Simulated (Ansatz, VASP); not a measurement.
## Ni in VASP and in Ansatz

INCAR

```
SYSTEM = Ni
PREC = Accurate ; ENCUT = 600
EDIFF = 1E-6 ; ISMEAR = -1
SIGMA = 0.05 ; LREAL = .False.
LASPH = .True. ; NELM = 200
ALGO = Normal ; ISIF = 2
LWAVE = .False. ; LCHARG = .False.
ISPIN = 2 ; MAGMOM = 0.65 0.694 0.694
LORBIT = 11 ; LMAXMIX = 4
GGA = PE ; NBANDS = 26
GGA_COMPAT = .False.
```

KPOINTS

```
regular mesh
0
Gamma
  10 10 15
  0 0 0
```

POSCAR

```
Ni
1.0
    4.1445998468      0.0000000000      0.0000000000
   -2.0722999234      3.5893287559      0.0000000000
    0.0000000000      0.0000000000      2.5116319806
Ni
3
Direct
    0.0000000000      0.0000000000      0.0000000000
    0.3333333333      0.6666666667      0.5000000000
    0.6666666667      0.3333333333      0.5000000000
```

Input for Ansatz:

```yaml
crystal:
  lattice:
    - [4.1445998468, 0.0, 0.0]
    - [-2.0722999234, 3.5893287559, 0.0]
    - [0.0, 0.0, 2.5116319806]
  atoms:
    - { symbol: Ni, position: [0.0, 0.0, 0.0], spin: 0.65 }
    - { symbol: Ni, position: [0.3333333333, 0.6666666667, 0.5], spin: 0.694 }
    - { symbol: Ni, position: [0.6666666667, 0.3333333333, 0.5], spin: 0.694 }
hamiltonian:
  xc: pbe
  pseudopotentials:
    kind: paw
    azcp:
      Ni: "pseudopotentials/Ni.paw.azcp"
basis:
  ecutwfc: 420
  fft_grid_basis: typed
kpoints:
  mp_grid: { grid: [10, 10, 15], shift: [0, 0, 0] }
magnetization:
  spin_polarized: true
scf:
  occupations: { method: fermi_dirac, width: 0.05 }
  lower_state_search: "off"
output:
  stress: true
```

Alike in both runs: task single point; functional PBE; k mesh 10 × 10 × 15; occupations fermi-dirac, width 0.05 eV; collinear spin.

```csv
,VASP,Ansatz
version,VASP 6.6.1,Ansatz 0.2.0
potentials or method,"VASP PAW PBE potentials, release 64 (Ni), cutoff 600 eV","plane waves (420 eV) with PAW, scalar-relativistic"
valence electrons in the cell,30,54
```

Ansatz gave:

| Property | Result |
| --- | --- |
| pressure (GPa) | -16.2 |
| traceless stress, the component that is largest in VASP (GPa) | 0.58 |
| net moment per atom (μB) | 0.67 |
| size of the moment on the site where the two differ most (μB) | 0.74 |

Task: Estimate VASP's values.

Result: Pressure (GPa): -16.1; traceless stress, the component that is largest in VASP (GPa): 0.51; net moment per atom (μB): 0.66; size of the moment on the site where the two differ most (μB): 0.69.

Site moments also hang on the region over which each program counts them. The functional is the same, so the differences come from potentials, cutoffs and numerics. VASP's potentials hold 30 valence electrons a cell and Ansatz's 54, so a difference there can come from the potentials and not from the codes.
